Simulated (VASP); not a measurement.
# Pt in VASP: a series of runs, part 2 of 2

VASP 6.6.1. Earlier steps stand in the parts before.

### 3 Single point, r2SCAN

This run uses another cell than the first one, of 32.40 Å³/atom, 1.262 times its volume.

File POSCAR:

```
Pt
1.0
    2.7861568203      0.0000000000      0.0000000000
   -1.3930784101      2.4128825853      0.0000000000
    0.0000000000      0.0000000000     24.0995500708
Pt
5
Direct
    0.6666666667      0.3333333333      0.3112091295
    0.3333333333      0.6666666667      0.4056045648
    0.0000000000      0.0000000000      0.5000000000
    0.6666666667      0.3333333333      0.5943954352
    0.3333333333      0.6666666667      0.6887908705
```

File INCAR.step1:

```
  PREC = Accurate
  ENCUT = 520
  ISMEAR = 0
  SIGMA = 0.1
  LREAL = F
  LASPH = T
  NELM = 80
  LDIPOL = T
  IDIPOL = 3
  DIPOL = 0.5 0.5 0.500
  NBANDS = 33
  GGA = PE
  ALGO = Normal
  EDIFF = 1E-4
  LWAVE = T
  LCHARG = F
```

File INCAR.step2:

```
  PREC = Accurate
  ENCUT = 520
  EDIFF = 1E-6
  ISMEAR = 0
  SIGMA = 0.1
  LREAL = F
  LASPH = T
  NELM = 80
  ALGO = Normal
  ISIF = 2
  LWAVE = F
  LCHARG = F
  LDIPOL = T
  IDIPOL = 3
  DIPOL = 0.5 0.5 0.500
  METAGGA = R2SCAN
  LMIXTAU = T
  NBANDS = 33
  ISTART = 1
```

File KPOINTS:

```
regular mesh
0
Gamma
  15 15 1
```

Potentials or basis: VASP PAW PBE potentials, release 64 (Pt).

On the command line:

```sh
> cat potpaw_PBE.64/Pt/POTCAR > POTCAR
> cp INCAR.step1 INCAR
> mpirun -np 1 vasp_std > vasp.out
> cp INCAR.step2 INCAR
> mpirun -np 1 vasp_std > vasp.out
```

OUTCAR:

```text
PREC = Accurate
   ENCUT = 520
   EDIFF = 1E-6
   ISMEAR = 0
   LREAL = F
   LASPH = T
   NELM = 80
   ISIF = 2
   METAGGA = R2SCAN
   ISTART = 1

 ion  position               nearest neighbor table
   1  0.667  0.333  0.311-   2 2.79   2 2.79   2 2.79
   2  0.333  0.667  0.406-   3 2.79   3 2.79   3 2.79   1 2.79   1 2.79   1 2.79
   3  0.000  0.000  0.500-   2 2.79   4 2.79   2 2.79   4 2.79   4 2.79   2 2.79
   4  0.667  0.333  0.594-   3 2.79   3 2.79   3 2.79   5 2.79   5 2.79   5 2.79
   5  0.333  0.667  0.689-   4 2.79   4 2.79   4 2.79

  LATTYP: Found a hexagonal cell.
 ALAT       =     2.7861568203
 C/A-ratio  =     8.6497464519

  Lattice vectors:

 A1 = (   2.7861568203,   0.0000000000,   0.0000000000)
 A2 = (  -1.3930784101,   2.4128825853,   0.0000000000)
 A3 = (   0.0000000000,   0.0000000000,  24.0995500708)

Analysis of symmetry for initial positions (statically):
=====================================================================
 Subroutine PRICEL returns:
 Original cell was already a primitive cell.

 Routine SETGRP: Setting up the symmetry group for a
 hexagonal supercell.

 Subroutine GETGRP returns: Found 12 space group operations
 (whereof 12 operations were pure point group operations)
 out of a pool of 24 trial point group operations.

The static configuration has the point symmetry D_3d.

Analysis of symmetry for dynamics (positions and initial velocities):
=====================================================================
 Subroutine PRICEL returns:
 Original cell was already a primitive cell.

 Routine SETGRP: Setting up the symmetry group for a
 hexagonal supercell.

 Subroutine GETGRP returns: Found 12 space group operations
 (whereof 12 operations were pure point group operations)
 out of a pool of 24 trial point group operations.

The dynamic configuration has the point symmetry D_3d.

 Subroutine INISYM returns: Found 12 space group operations
 (whereof 12 operations are pure point group operations),
 and found     1 'primitive' translations

----------------------------------------------------------------------------------------

                                     Primitive cell

  volume of cell :     162.0133

  direct lattice vectors                    reciprocal lattice vectors
     2.786156820  0.000000000  0.000000000     0.358917342  0.207221024  0.000000000
    -1.393078410  2.412882585  0.000000000     0.000000000  0.414442048  0.000000000
     0.000000000  0.000000000 24.099550071     0.000000000  0.000000000  0.041494551

  length of vectors
     2.786156820  2.786156820 24.099550071     0.414442048  0.414442048  0.041494551

  position of ions in fractional coordinates (direct lattice)
     0.666666667  0.333333333  0.311209129
     0.333333333  0.666666667  0.405604565
     0.000000000  0.000000000  0.500000000
     0.666666667  0.333333333  0.594395435
     0.333333333  0.666666667  0.688790871

  ion indices of the primitive-cell ions
   primitive index   ion index
                 1           1
                 2           2
                 3           3
                 4           4
                 5           5

[... 51 lines left out ...]
  0.400000  0.200000  0.000000      6.000000
 [... further k-points ...]
   k-points           NKPTS =     27   k-points in BZ     NKDIM =     27   number of bands    NBANDS=     33
   number of dos      NEDOS =    301   number of ions     NIONS =      5
   total plane-waves  NPLWV = 103680
   dimension x,y,z NGX =    24 NGY =   24 NGZ =  180
   dimension x,y,z NGXF=    48 NGYF=   48 NGZF=  360
   ions per type =               5
   NGX,Y,Z   is equivalent  to a cutoff of  14.32, 14.32, 12.42 a.u.
   NGXF,Y,Z  is equivalent  to a cutoff of  28.64, 28.64, 24.83 a.u.
 SYSTEM =  unknown system
   PREC   = accura    normal or accurate (medium, high low for compatibility)
   ISTART =      1    job   : 0-new  1-cont  2-samecut
   ICHARG =      0    charge: 1-file 2-atom 10-const
   ISPIN  =      1    spin polarized calculation?
   LNONCOLLINEAR =      F non collinear calculations
   LSORBIT =      F    spin-orbit coupling
   LASPH  =      T    aspherical Exc in radial PAW
   ENCUT  =  520.0 eV  38.22 Ry    6.18 a.u.   5.18  5.18 44.81*2*pi/ulx,y,z
   NELM   =     80;   NELMIN=  2; NELMDL=  0     # of ELM steps
   EDIFF  = 0.1E-05   stopping-criterion for ELM
   LREAL  =      F    real-space projection
   EDIFFG = 0.1E-04   stopping-criterion for IOM
   NSW    =      0    number of steps for IOM
   IBRION =     -1    ionic relax: 0-MD 1-quasi-New 2-CG
   NFREE  =      0    steps in history (QN), initial steepest desc. (CG)
   ISIF   =      2    stress and relaxation
   ISYM   =      2    0-nonsym 1-usesym 2-fastsym
   POTIM  = 0.5000    time-step for ionic-motion
   TEBEG  =    0.0;   TEEND  =   0.0 temperature during run
   PSTRESS=    0.0 pullay stress
   NELECT =      50.0000    total number of electrons
   NUPDOWN=      -1.0000    fix difference up-down
   EMIN   =  10.00;   EMAX   =-10.00  energy-range for DOS
   EFERMI =   0.00;   METHOD = LEGACY
   ISMEAR =     0;   SIGMA  =   0.10  broadening in eV -4-tet -1-fermi 0-gaus
   EFERMI_NEDOS =   21; number of points for ismear=-14 and -15
   IALGO  =     38    algorithm
   IMIX   =      4    mixing-type and parameters
     AMIX     =   0.40;   BMIX     =  1.00
     AMIX_MAG =   1.60;   BMIX_MAG =  1.00
  volume/ion in A,a.u.               =      32.40       218.66
  Fermi-wavevector in a.u.,A,eV,Ry     =   1.106321  2.090644 16.652807  1.223947
  Thomas-Fermi vector in A             =   2.242821
   LORBIT       =      0    0 simple, 1 ext, 2 COOP (PROOUT), +10 PAW based schemes
   METAGGA = R2SCAN    functional components
   LHFCALC =     F    Hartree Fock is set to
   AEXX    =    0.0000 exact exchange contribution
   IVDW    =     0    specifies the selected vdW correction
   LEPSILON=     F    determine dielectric tensor
   LRPA    =     F    only Hartree local field effects (RPA)
 non-spin polarized calculation
 Gauss-broadening in eV      SIGMA  =   0.10
  energy-cutoff  :      520.00
  volume of cell :      162.01
 maximum number of plane-waves:      4393
 NGX is ok and might be reduce to    24
   NGX = 11   NGY = 11   NGZ = 89

 dipolmoment           0.000000      0.000000      0.000000 electrons x Angstroem

 number of electron      50.0000002 magnetization

 dipolmoment           0.000000      0.000000     -0.000000 electrons x Angstroem

 Free energy of the ion-electron system (eV)
  ---------------------------------------------------
  ext. energy  EPLUGINS =         0.00000000
  ---------------------------------------------------
  free energy    TOTEN  =      -256.11186476 eV

  energy without entropy =     -256.05221058  energy(sigma->0) =     -256.08203767

 E-fermi :   2.0023     XC(G=0):  -7.5187

 val. band max:        1.9877867420   @ k =   0.4667  -0.0000   0.0000
 cond. band min:       2.0083783540   @ k =   0.1333  -0.0000   0.0000
 fundamental gap:      0.0205916120
 Fermi energy:         2.0023444020

 k-point     1 :       0.0000    0.0000    0.0000
  band No.  band energies     occupation
      1      -7.9429      2.00000
      2      -6.9313      2.00000
      3      -5.8456      2.00000
      4      -5.2374      2.00000
      5      -5.1887      2.00000
      6      -1.9864      2.00000
[... 853 lines left out ...]
     32       8.7907      0.00000
     33       9.1563      0.00000

 [... further k-points ...]

------------------------ aborting loop because EDIFF is reached ----------------------------------------

 vacuum level on the upper side and lower side of the slab       (xc-potential included)         0.002         0.002

  FORCE on cell =-STRESS in cart. coord.  units (eV):
  Direction    XX          YY          ZZ          XY          YZ          ZX
  --------------------------------------------------------------------------------------
  -------------------------------------------------------------------------------------
  Total       -4.3127838     -4.3127838      0.3765424     -0.0000000      0.0000000      0.0000000
  in kB      -42.6498583    -42.6498583      3.7236925     -0.0000000      0.0000000      0.0000000
  external PRESSURE =     -27.1920081 kB  Pullay stress =       0.0000000 kB

 VOLUME and BASIS-vectors are now :
 -----------------------------------------------------------------------------
  energy-cutoff  :      520.00
  volume of cell :      162.01
      direct lattice vectors                 reciprocal lattice vectors
     2.786156820  0.000000000  0.000000000     0.358917342  0.207221024  0.000000000
    -1.393078410  2.412882585  0.000000000     0.000000000  0.414442048  0.000000000
     0.000000000  0.000000000 24.099550071     0.000000000  0.000000000  0.041494551

 POSITION                                       TOTAL-FORCE (eV/Angst)
 -----------------------------------------------------------------------------------
      1.39308      0.80429      7.50000         0.000000      0.000000     -0.189253
     -0.00000      1.60859      9.77489         0.000000      0.000000      0.287450
      0.00000      0.00000     12.04978         0.000000      0.000000     -0.000000
      1.39308      0.80429     14.32466        -0.000000      0.000000     -0.287450
     -0.00000      1.60859     16.59955         0.000000     -0.000000      0.189253
 -----------------------------------------------------------------------------------
    total drift:                               -0.000000      0.000000     -0.000000

  FREE ENERGIE OF THE ION-ELECTRON SYSTEM (eV)
  ---------------------------------------------------
  free  energy   TOTEN  =      -256.1118647615 eV

  energy  without entropy=     -256.0522105767  energy(sigma->0) =     -256.08203767

 vacuum level on the upper side and lower side of the slab         7.729         7.729
```

Wall time 11 min (1 thread of Intel Xeon Platinum 8488C (Sapphire Rapids), shared host); peak memory 0.4 GiB.

What came out:

| Quantity | Value |
| --- | --- |
| Free energy | -256.1119 eV |
| Largest force | 0.287 eV/Å |
| Band gap on the k mesh | zero (band 25 reaches 2.55 eV, above the bottom of band 26 at 0.96 eV) |

Forces on the atoms (eV/Å):
```
Pt   0.000  0.000 -0.189
Pt   0.000  0.000  0.287
Pt   0.000  0.000  0.000
Pt   0.000  0.000 -0.287
Pt   0.000  0.000  0.189
```

Caveat: the PAW data sets were made with another functional, which shifts forces and pressure a little; spin-orbit coupling is left out, which moves the levels of the heavy elements.
